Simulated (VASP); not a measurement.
Wanted: the native input for a VASP 6.6.1 run.

- Task: single point
- Functional: LDA
- Potentials or basis: VASP PAW LDA potentials, release 64 (Li_sv, Nb_sv, O)
- Cutoff: 750 eV
- k mesh: 6 × 6 × 6
- Occupations: gaussian, width 0.02 eV
- Spin: no spin polarisation
- Dipole correction: no
- Further INCAR settings: ALGO = Normal; EDIFF = 1e-06; NBANDS = 45

The structure of LiNbO3 lies in POSCAR:

```
LiNbO3
1.0
    2.5330331568      1.4624473750      4.5632451266
   -2.5330331568      1.4624473750      4.5632451266
    0.0000000000     -2.9248947500      4.5632451266
Li Nb O
2 2 6
Direct
    0.7055277281      0.7055277281      0.7055277281
    0.2055277281      0.2055277281      0.2055277281
    0.9890957860      0.9890957860      0.9890957860
    0.4890957860      0.4890957860      0.4890957860
    0.8814094941      0.2695722776      0.6208435044
    0.6208435044      0.8814094941      0.2695722776
    0.2695722776      0.6208435044      0.8814094941
    0.7695722776      0.3814094941      0.1208435044
    0.3814094941      0.1208435044      0.7695722776
    0.1208435044      0.7695722776      0.3814094941
```

The input as run:

INCAR

```
SYSTEM = LiNbO3
  PREC = Accurate
  ENCUT = 750
  EDIFF = 1E-6
  ISMEAR = 0
  SIGMA = 0.02
  LREAL = .False.
  LASPH = .True.
  NELM = 120
  ALGO = Normal
  ISIF = 2
  LWAVE = .False.
  LCHARG = .False.
  NBANDS = 45
  GGA_COMPAT = .False.
```

KPOINTS

```
Automatic mesh
0
Gamma
  6 6 6
  0 0 0
```

Potentials or basis: VASP PAW LDA potentials, release 64 (Li_sv, Nb_sv, O).

Launch:

```sh
$ cat potpaw_LDA.64/Li_sv/POTCAR potpaw_LDA.64/Nb_sv/POTCAR potpaw_LDA.64/O/POTCAR > POTCAR
$ mpirun -np 1 vasp_std > vasp.out
```

Results of the run:

```
Pressure               : 0.0 GPa
Largest force          : 0.071 eV/Å
Band gap on the k mesh : 3.51 eV (least direct gap 3.53 eV)
```

Wall time 5.2 min on 1 thread of Oxide Virtual Turin-like Processor (shared host), peak memory 0.35 GiB.
